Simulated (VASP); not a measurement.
Here is a VASP 6.6.1 calculation.

POSCAR

```
LiCl
1.0
    0.0000000000      2.8194066883      2.8194066883
    2.8194066883      0.0000000000      2.8194066883
    2.8194066883      2.8194066883      0.0000000000
Li Cl
1 1
Direct
    0.0000000000      0.0000000000      0.0000000000
    0.2500000000      0.2500000000      0.2500000000
```

Contents of INCAR.step1:

```
PREC = Accurate ; ENCUT = 520
ISMEAR = 0 ; SIGMA = 0.01
LREAL = False ; LASPH = True
NELM = 60 ; NBANDS = 12
GGA = PE ; ALGO = Normal
EDIFF = 1E-4 ; LWAVE = True
LCHARG = False
```

The input INCAR.step2:

```
PREC = Accurate ; ENCUT = 520
EDIFF = 1E-6 ; ISMEAR = 0
SIGMA = 0.01 ; LREAL = False
LASPH = True ; NELM = 60
ALGO = Normal ; ISIF = 2
LWAVE = False ; LCHARG = True
METAGGA = R2SCAN ; LMIXTAU = True
LELF = True ; LVHAR = True
NBANDS = 12 ; ISTART = 1
```

KPOINTS

```
Automatic mesh
0
Gamma
  8 8 8
```

Potentials or basis: VASP PAW PBE potentials, release 64 (Li_sv, Cl).

Run with:

```sh
$ cat potpaw_PBE.64/Li_sv/POTCAR potpaw_PBE.64/Cl/POTCAR > POTCAR
$ cp INCAR.step1 INCAR
$ mpirun -np 1 vasp_std > vasp.out
$ cp INCAR.step2 INCAR
$ mpirun -np 1 vasp_std > vasp.out
```

What does it give for the band gap on the k mesh?

6.43 eV.

Caveat: the cell differs from its parent crystal (strain +3.2%); the structure was generated, so it needn't be the stable form of LiCl. A k mesh can miss the band edges.
